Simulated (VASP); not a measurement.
# BN (P6_3/mmc) in VASP: dielectric tensor with r2SCAN

Aim: the dielectric tensor of BN with r2SCAN.

All numbers are computed with VASP 6.6.1; they aren't measurements. Logs are shortened: lines on timing, memory, paths and dates and some standing lists are left out, and cuts for length are marked.

## (1) The cell of the first run

Symmetry: P6_3/mmc, No. 194, hexagonal system. Conventional cell: a = 2.503 Å, b = 2.503 Å, c = 6.790 Å, α = 90.00°, β = 90.00°, γ = 120.00°. B (site symmetry -6m2) has 3 N at 1.44 Å within 1.9 Å. Within 1.9 Å of N (site symmetry -6m2) lie 3 B at 1.44 Å.

## (2) Dielectric tensor, r2SCAN

The input, INCAR:

```
PREC = Accurate ; ENCUT = 520
EDIFF = 1E-7 ; ISMEAR = 0
SIGMA = 0.02 ; LREAL = F
LASPH = T ; NELM = 100
ALGO = Normal ; ISIF = 2
LWAVE = F ; LCHARG = F
METAGGA = R2SCAN ; LMIXTAU = T
LCALCEPS = T ; KPAR = 4
```

The input, KPOINTS:

```
Automatic mesh
0
Gamma
  15 15 6
```

The input, POSCAR:

```
BN                                      
1.0
    2.5025138742     -0.0000000000     -0.0000000000
   -1.2512569371      2.1672405837      0.0000000000
   -0.0000000000     -0.0000000000      6.7897983178
  B               N             
     2     2
Direct
     0.3333333300000021    0.6666666699999979    0.2500000000000000
     0.6666666699999979    0.3333333300000021    0.7500000000000000
     0.3333333300000021    0.6666666699999979    0.7500000000000000
     0.6666666699999979    0.3333333300000021    0.2500000000000000
```

Potentials or basis: VASP PAW PBE potentials, release 64 (B, N).

Run with:

```sh
> cat potpaw_PBE.64/B/POTCAR potpaw_PBE.64/N/POTCAR > POTCAR
> mpirun -np 4 vasp_std > vasp.out
```

OUTCAR:

```text
PREC = Accurate
   ENCUT = 520
   EDIFF = 1E-7
   ISMEAR = 0
   LREAL = F
   LASPH = T
   NELM = 100
   ISIF = 2
   METAGGA = R2SCAN

 ion  position               nearest neighbor table
   1  0.333  0.667  0.250-   4 1.44   4 1.44   4 1.44
   2  0.667  0.333  0.750-   3 1.44   3 1.44   3 1.44
   3  0.333  0.667  0.750-   2 1.44   2 1.44   2 1.44
   4  0.667  0.333  0.250-   1 1.44   1 1.44   1 1.44

  LATTYP: Found a hexagonal cell.
 ALAT       =     2.5025138742
 C/A-ratio  =     2.7131910787

  Lattice vectors:

 A1 = (   2.5025138742,   0.0000000000,   0.0000000000)
 A2 = (  -1.2512569371,   2.1672405837,   0.0000000000)
 A3 = (   0.0000000000,   0.0000000000,   6.7897983178)

Analysis of symmetry for initial positions (statically):
=====================================================================
 Subroutine PRICEL returns:
 Original cell was already a primitive cell.

 Routine SETGRP: Setting up the symmetry group for a
 hexagonal supercell.

 Subroutine GETGRP returns: Found 24 space group operations
 (whereof 12 operations were pure point group operations)
 out of a pool of 24 trial point group operations.

The static configuration has the point symmetry D_3d.
 The point group associated with its full space group is D_6h.

Analysis of symmetry for dynamics (positions and initial velocities):
=====================================================================
 Subroutine PRICEL returns:
 Original cell was already a primitive cell.

 Routine SETGRP: Setting up the symmetry group for a
 hexagonal supercell.

 Subroutine GETGRP returns: Found 24 space group operations
 (whereof 12 operations were pure point group operations)
 out of a pool of 24 trial point group operations.

The dynamic configuration has the point symmetry D_3d.
 The point group associated with its full space group is D_6h.

 Subroutine INISYM returns: Found 24 space group operations
 (whereof 12 operations are pure point group operations),
 and found     1 'primitive' translations

----------------------------------------------------------------------------------------

                                     Primitive cell

  volume of cell :      36.8248

  direct lattice vectors                    reciprocal lattice vectors
     2.502513874  0.000000000  0.000000000     0.399598184  0.230708120  0.000000000
    -1.251256937  2.167240584  0.000000000     0.000000000  0.461416239  0.000000000
     0.000000000  0.000000000  6.789798318     0.000000000  0.000000000  0.147279780

  length of vectors
     2.502513874  2.502513870  6.789798318     0.461416239  0.461416239  0.147279780

  position of ions in fractional coordinates (direct lattice)
     0.333333330  0.666666670  0.250000000
     0.666666670  0.333333330  0.750000000
     0.333333330  0.666666670  0.750000000
     0.666666670  0.333333330  0.250000000

  ion indices of the primitive-cell ions
   primitive index   ion index
                 1           1
                 2           2
                 3           3
                 4           4

----------------------------------------------------------------------------------------

 KPOINTS: Automatic mesh

Automatic generation of k-mesh.
 Grid dimensions read from file:
 generate k-points for:   15   15    6

 Generating k-lattice:

  Cartesian coordinates                     Fractional coordinates (reciprocal lattice)
     0.026639879  0.015380541  0.000000000     0.066666667  0.000000000  0.000000000
     0.000000000  0.030761083  0.000000000     0.000000000  0.066666667  0.000000000
     0.000000000  0.000000000  0.024546630     0.000000000  0.000000000  0.166666667

  Length of vectors
     0.030761083  0.030761083  0.024546630

  Shift w.r.t. Gamma in fractional coordinates (k-lattice)
     0.000000000  0.000000000  0.000000000

 Subroutine IBZKPT returns following result:
[... 53 lines left out ...]
   IBRION =     -1    ionic relax: 0-MD 1-quasi-New 2-CG
   NFREE  =      0    steps in history (QN), initial steepest desc. (CG)
   ISIF   =      2    stress and relaxation
   ISYM   =      2    0-nonsym 1-usesym 2-fastsym
   POTIM  = 0.5000    time-step for ionic-motion
   TEBEG  =    0.0;   TEEND  =   0.0 temperature during run
   PSTRESS=    0.0 pullay stress
   NELECT =      16.0000    total number of electrons
   NUPDOWN=      -1.0000    fix difference up-down
   EMIN   =  10.00;   EMAX   =-10.00  energy-range for DOS
   EFERMI =   0.00;   METHOD = LEGACY
   ISMEAR =     0;   SIGMA  =   0.02  broadening in eV -4-tet -1-fermi 0-gaus
   EFERMI_NEDOS =   21; number of points for ismear=-14 and -15
   IALGO  =     38    algorithm
   IMIX   =      4    mixing-type and parameters
     AMIX     =   0.40;   BMIX     =  1.00
     AMIX_MAG =   1.60;   BMIX_MAG =  1.00
  volume/ion in A,a.u.               =       9.21        62.13
  Fermi-wavevector in a.u.,A,eV,Ry     =   1.239942  2.343150 20.918357  1.537456
  Thomas-Fermi vector in A             =   2.374404
   LORBIT       =      0    0 simple, 1 ext, 2 COOP (PROOUT), +10 PAW based schemes
   METAGGA = R2SCAN    functional components
   LHFCALC =     F    Hartree Fock is set to
   AEXX    =    0.0000 exact exchange contribution
   IVDW    =     0    specifies the selected vdW correction
   LEPSILON=     F    determine dielectric tensor
   LRPA    =     F    only Hartree local field effects (RPA)
   LRPA       =     F
 non-spin polarized calculation
 Gauss-broadening in eV      SIGMA  =   0.02
  energy-cutoff  :      520.00
  volume of cell :       36.82
 maximum number of plane-waves:      1010
 NGX is ok and might be reduce to    20
   NGX =  9   NGY =  9   NGZ = 25

 Total electronic dipole moment: p[elc]=(    -0.00000    -0.00000    -0.00000 ) |e| Angst

 Total electronic dipole moment: p[elc]=(    -0.00000     0.00000    -0.00000 ) |e| Angst

 number of electron      16.0000000 magnetization

 Free energy of the ion-electron system (eV)
  ---------------------------------------------------
  ext. energy  EPLUGINS =         0.00000000
  ---------------------------------------------------
  free energy    TOTEN  =       -38.59581403 eV

  energy without entropy =      -38.59581403  energy(sigma->0) =      -38.59581403

 E-fermi :   1.9756     XC(G=0): -10.5917

 val. band max:        1.8542542932   @ k =   0.3333   0.2667   0.0000
 cond. band min:   10000.0000000000   @ k =   0.0000   0.0000   0.0000
 fundamental gap:   9998.1457457068
 Fermi energy:         1.9756363812

 k-point     1 :       0.0000    0.0000    0.0000
  band No.  band energies     occupation
      1     -16.9404      2.00000
      2     -16.6959      2.00000
      3      -4.4470      2.00000
      4      -2.4829      2.00000
      5       0.4914      2.00000
      6       0.4914      2.00000
      7       0.5224      2.00000
      8       0.5224      2.00000
      9   10000.0000      0.00000
     10   10000.0000      0.00000
     11   10000.0000      0.00000
     12   10000.0000      0.00000
[... 331 lines left out ...]
 k-point    24 :       0.4000    0.2000    0.0000
  band No.  band energies     occupation
      1     -13.3181      2.00000
      2     -13.2711      2.00000
      3      -6.9432      2.00000
      4      -6.8694      2.00000
      5      -4.3265      2.00000
      6      -4.2619      2.00000
      7       1.0746      2.00000
      8       1.7323      2.00000
      9   10000.0000      0.00000
     10   10000.0000      0.00000
     11   10000.0000      0.00000
     12   10000.0000      0.00000

 [... further k-points ...]

------------------------ aborting loop because EDIFF is reached ----------------------------------------

            Ionic dipole moment: p[ion]=(     0.00000     0.00000     0.00000 ) |e| Angst

 Total electronic dipole moment: p[elc]=(     0.00000    -0.00000     0.00320 ) |e| Angst

 MACROSCOPIC STATIC DIELECTRIC TENSOR (including local field effects)
 ------------------------------------------------------
           4.356356    -0.000000     0.000000
           0.000000     4.356356    -0.000000
           0.000000     0.000000     2.574414
 ------------------------------------------------------

 PIEZOELECTRIC TENSOR (including local field effects) (e Angst)
          XX          YY          ZZ          XY          YZ          ZX
  --------------------------------------------------------------------------------
  x     0.00000     0.00000     0.00000     0.00000     0.00000     0.00000
  y     0.00000     0.00000     0.00000     0.00000     0.00000     0.00000
  z     0.00000     0.00000     0.00000     0.00000     0.00000     0.00000

 PIEZOELECTRIC TENSOR (including local field effects) (C/m^2)
          XX          YY          ZZ          XY          YZ          ZX
  --------------------------------------------------------------------------------
  x     0.00000     0.00000     0.00000     0.00000     0.00000     0.00000
  y     0.00000     0.00000     0.00000     0.00000     0.00000     0.00000
  z     0.00000     0.00000     0.00000     0.00000     0.00000     0.00000

 BORN EFFECTIVE CHARGES (including local field effects) (in |e|, cummulative output)
 ---------------------------------------------------------------------------------
 ion    1
    1     2.75151     0.00000     0.00000
    2     0.00000     2.75151     0.00000
    3    -0.00000     0.00000     0.75378
 ion    2
    1     2.75151     0.00000     0.00000
    2     0.00000     2.75151     0.00000
    3    -0.00000     0.00000     0.75378
 ion    3
    1    -2.75151     0.00000     0.00000
    2     0.00000    -2.75151     0.00000
    3     0.00000     0.00000    -0.75378
 ion    4
    1    -2.75151     0.00000     0.00000
    2     0.00000    -2.75151     0.00000
    3     0.00000     0.00000    -0.75378

  FORCE on cell =-STRESS in cart. coord.  units (eV):
  Direction    XX          YY          ZZ          XY          YZ          ZX
  --------------------------------------------------------------------------------------
  -------------------------------------------------------------------------------------
  Total        0.0050593      0.0050593      0.0088937      0.0000000      0.0000000      0.0000000
  in kB        0.2201203      0.2201203      0.3869494      0.0000000      0.0000000      0.0000000
  external PRESSURE =       0.2757300 kB  Pullay stress =       0.0000000 kB

 VOLUME and BASIS-vectors are now :
 -----------------------------------------------------------------------------
  energy-cutoff  :      520.00
  volume of cell :       36.82
      direct lattice vectors                 reciprocal lattice vectors
     2.502513874  0.000000000  0.000000000     0.399598184  0.230708120  0.000000000
    -1.251256937  2.167240584  0.000000000     0.000000000  0.461416239  0.000000000
     0.000000000  0.000000000  6.789798318     0.000000000  0.000000000  0.147279780

 POSITION                                       TOTAL-FORCE (eV/Angst)
 -----------------------------------------------------------------------------------
     -0.00000      1.44483      1.69745         0.000000      0.000000      0.000000
      1.25126      0.72241      5.09235         0.000000     -0.000000      0.000000
     -0.00000      1.44483      5.09235         0.000000     -0.000000      0.000000
      1.25126      0.72241      1.69745        -0.000000      0.000000      0.000000
 -----------------------------------------------------------------------------------
    total drift:                               -0.000002      0.000001      0.000000

  FREE ENERGIE OF THE ION-ELECTRON SYSTEM (eV)
  ---------------------------------------------------
  free  energy   TOTEN  =       -38.5958140280 eV

  energy  without entropy=      -38.5958140280  energy(sigma->0) =      -38.59581403
```

Wall time 18 min (4 MPI ranks of Intel Xeon Platinum 8488C (Sapphire Rapids), shared host); peak memory 0.86 GiB.

Results:

```
Band gap on the k mesh                  : 4.95 eV (least direct gap 5.36 eV)
Electronic dielectric tensor (diagonal) : 4.36, 4.36, 2.57
Born charges (mean of the diagonal)     : B +2.09; N -2.09 e
```

Electronic dielectric tensor:
```
4.36 0.00 0.00
0.00 4.36 0.00
0.00 0.00 2.57
```

Born effective charge tensors (e):
atom 1, B
```
2.75 0.00 0.00
0.00 2.75 0.00
0.00 0.00 0.75
```
atom 2, B
```
2.75 0.00 0.00
0.00 2.75 0.00
0.00 0.00 0.75
```
atom 3, N
```
-2.75  0.00  0.00
 0.00 -2.75  0.00
 0.00  0.00 -0.75
```
atom 4, N
```
-2.75  0.00  0.00
 0.00 -2.75  0.00
 0.00  0.00 -0.75
```

Dipole moments of the cell (e·Å, modulo the quantum): ionic 0.000, 0.000, 0.000; electronic 0.000, 0.000, 0.003

Caveat: the PAW data sets were made with another functional, which shifts forces and pressure a little; an odd mesh through Γ misses points on the zone boundary, where band edges can lie.
